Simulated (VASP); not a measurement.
Here is a VASP 6.6.1 calculation.

Contents of INCAR:

```
PREC = Accurate
ENCUT = 600
EDIFF = 1E-6
ISMEAR = -1
SIGMA = 0.05
LREAL = False
LASPH = True
NELM = 120
ALGO = Normal
ISIF = 2
LWAVE = False
LCHARG = False
GGA = PE
NBANDS = 25
GGA_COMPAT = False
```

The input KPOINTS:

```
Automatic mesh
0
Gamma
  7 7 5
```

Contents of POSCAR:

```
CuO
1.0
    3.4220509700      0.0000000000      0.0000000000
    0.0000000000      3.4220509700      0.0000000000
    0.0000000000      0.0000000000      4.2604614800
Cu O
2 2
Direct
    0.0000000000      0.5000000000      0.0000000000
    0.5000000000      0.0000000000      0.5000000000
    0.0000000000      0.0000000000      0.2500000000
    0.0000000000      0.0000000000      0.7500000000
```

Potentials or basis: VASP PAW PBE potentials, release 64 (Cu, O).

Command:

```bash
$ cat potpaw_PBE.64/Cu/POTCAR potpaw_PBE.64/O/POTCAR > POTCAR
$ mpirun -np 1 vasp_std > vasp.out
```

What does it give for the pressure?

-2.2 GPa.

What does it give for the band gap on the k mesh?

Zero (band 17 reaches 4.65 eV, above the bottom of band 18 at 3.40 eV).

Stress tensor (GPa, compression positive):
```
-14.05   0.00   0.00
  0.00 -14.05   0.00
  0.00   0.00  21.41
```

Caveat: semilocal functionals often make such compounds metallic where correlation or magnetic order opens a gap, which also shifts bond lengths. With open d or f shells a metallic result of PBE can be an artefact of self-interaction; +U or a hybrid may open a gap.
